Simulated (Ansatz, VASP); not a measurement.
# Ti: VASP beside Ansatz

```
Ti
1.0
     2.93858    0.00000    0.00000
    -1.46929    2.54489    0.00000
     0.00000    0.00000   24.30085
Ti
5
Direct
  0.33333 0.66667 0.31344
  0.66667 0.33333 0.40214
  0.33333 0.66667 0.50000
  0.66667 0.33333 0.59786
  0.33333 0.66667 0.68656
```

Alike in both runs: functional PBE; k mesh 12 × 12 × 1; occupations gaussian, width 0.1 eV; no spin polarisation.

Ansatz relaxed the structure, and its values are those at the end. VASP's run is a single point on that final structure, the one shown.

|  | VASP | Ansatz |
| --- | --- | --- |
| version | VASP 6.6.1 | Ansatz 0.2.0 |
| potentials or method | VASP PAW PBE potentials, release 64 (Ti_sv), cutoff 520 eV | scalar-relativistic, plane waves, PAW |
| valence electrons in the cell | 60 | 60 |

```tsv
	VASP	Ansatz	Ansatz less VASP
gap on the k mesh at the Fermi level (eV)	none	none	-
rms of the force components (eV/Å)	0.002	0.004	+0.0020
work function, face that differs most (eV)	4.45	4.46	+0.007
```

A gap of «none» marks a metal or a gap that the smearing closes. Ansatz's warnings: xc potential rough in thin density.
